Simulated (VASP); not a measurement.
Set up this calculation in VASP 6.6.1, as the native input.

* Task: single point
* Functional: PBE
* Potentials or basis: VASP PAW PBE potentials, release 64 (Mn_pv, Sb)
* Cutoff: 520 eV
* k mesh: 12 × 12 × 12
* Occupations: fermi-dirac, width 0.08 eV
* Spin: collinear spin, ferromagnetic start
* Starting moments: [4.0, 0.0] μB
* Dipole correction: no
* Further INCAR settings: ALGO = Normal; EDIFF = 1e-06; NBANDS = 20

The structure of MnSb lies in POSCAR:

```
MnSb
1.0
    0.0000000000      2.4817058913      2.4817058913
    2.4817058913      0.0000000000      2.4817058913
    2.4817058913      2.4817058913      0.0000000000
Mn Sb
1 1
Direct
    0.0000000000      0.0000000000      0.0000000000
    0.5000000000      0.5000000000      0.5000000000
```

This cell differs from its parent crystal: volume scaled by 0.7.

The input as run:

INCAR

```
  ALGO = Normal
  EDIFF = 1E-6
  ENCUT = 520
  GGA = PE
  ISIF = 2
  ISMEAR = -1
  ISPIN = 2
  LASPH = T
  LCHARG = T
  LELF = T
  LMAXMIX = 4
  LORBIT = 11
  LREAL = F
  LVHAR = T
  LWAVE = F
  MAGMOM = 4 0
  NBANDS = 20
  NELM = 150
  PREC = Accurate
  SIGMA = 0.08
```

KPOINTS

```
k-points
0
Gamma
  12 12 12
```

Potentials or basis: VASP PAW PBE potentials, release 64 (Mn_pv, Sb).

The run is started by

```console
$ cat potpaw_PBE.64/Mn_pv/POTCAR potpaw_PBE.64/Sb/POTCAR > POTCAR
$ mpirun -np 1 vasp_std > vasp.out
```

Results of the run:

* Pressure: 40.7 GPa
* Net moment: 2.43 μB per cell
* Site moments: Mn +2.44; Sb -0.07 μB
* Valence electrons inside the program's atomic spheres: Mn 12.03; Sb 2.70

Caveat: a cell with one magnetic atom can't hold antiferromagnetic order, which such compounds often take.

It took 47 s on 1 thread of Intel(R) Xeon(R) 6975P-C (Granite Rapids), with other jobs on the host, peak memory 0.22 GiB.
